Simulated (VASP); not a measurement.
Write the native input for VASP 6.6.1 that does the following.

```yaml
Task: single point
Functional: PBE0
Potentials_or_basis: VASP PAW PBE potentials, release 64 (Na_pv, H)
Cutoff: 520 eV
k_mesh: 6 × 6 × 6
Occupations: gaussian, width 0.01 eV
Spin: no spin polarisation
Dipole_correction: no
Grid_for_exact_exchange_PRECFOCK: Normal
Further_INCAR_settings: ALGO = Normal; EDIFF = 1e-06; NBANDS = 11
Share_of_exact_exchange: 0.25
```

NaH:

```
Na H
1.0
     2.93239    0.00000    0.00000
     0.00000    2.93239    0.00000
     0.00000    0.00000    2.93239
Na H
1 1
Direct
  0.00000 0.00000 0.00000
  0.50000 0.50000 0.50000
```

One way to write it, as run:

POSCAR

```
NaH
1.0
    2.9323912055      0.0000000000      0.0000000000
    0.0000000000      2.9323912055      0.0000000000
    0.0000000000      0.0000000000      2.9323912055
Na H
1 1
Direct
    0.0000000000      0.0000000000      0.0000000000
    0.5000000000      0.5000000000      0.5000000000
```

INCAR.step1

```
SYSTEM = NaH
  ALGO = Normal
  EDIFF = 1E-5
  ENCUT = 520
  GGA = PE
  ISIF = 2
  ISMEAR = 0
  LASPH = .True.
  LCHARG = .False.
  LREAL = .False.
  LWAVE = .True.
  NBANDS = 11
  NELM = 100
  PREC = Accurate
  SIGMA = 0.01
```

INCAR.step2

```
SYSTEM = NaH
  AEXX = 0.25
  ALGO = Normal
  EDIFF = 1E-6
  ENCUT = 520
  GGA = PE
  ISIF = 2
  ISMEAR = 0
  ISTART = 1
  LASPH = .True.
  LCHARG = .False.
  LHFCALC = .True.
  LREAL = .False.
  LWAVE = .False.
  NBANDS = 11
  NELM = 100
  PREC = Accurate
  PRECFOCK = Normal
  SIGMA = 0.01
```

KPOINTS

```
k-points
0
Gamma
  6 6 6
  0 0 0
```

Potentials or basis: VASP PAW PBE potentials, release 64 (Na_pv, H).

Command:

```bash
$ cat potpaw_PBE.64/Na_pv/POTCAR potpaw_PBE.64/H/POTCAR > POTCAR
$ cp INCAR.step1 INCAR
$ mpirun -np 1 vasp_std > vasp.out
$ cp INCAR.step2 INCAR
$ mpirun -np 1 vasp_std > vasp.out
```

It gave:

- Pressure: 0.3 GPa
- Band gap on the k mesh: 2.61 eV (least direct gap 6.48 eV)

Caveat: the structure was generated, so it needn't be the stable form of NaH; the PAW data sets were made with another functional, which shifts forces and pressure a little.

Wall time 7.8 min on 1 thread of Intel Xeon 8259CL, on a shared host, peak memory 0.14 GiB.
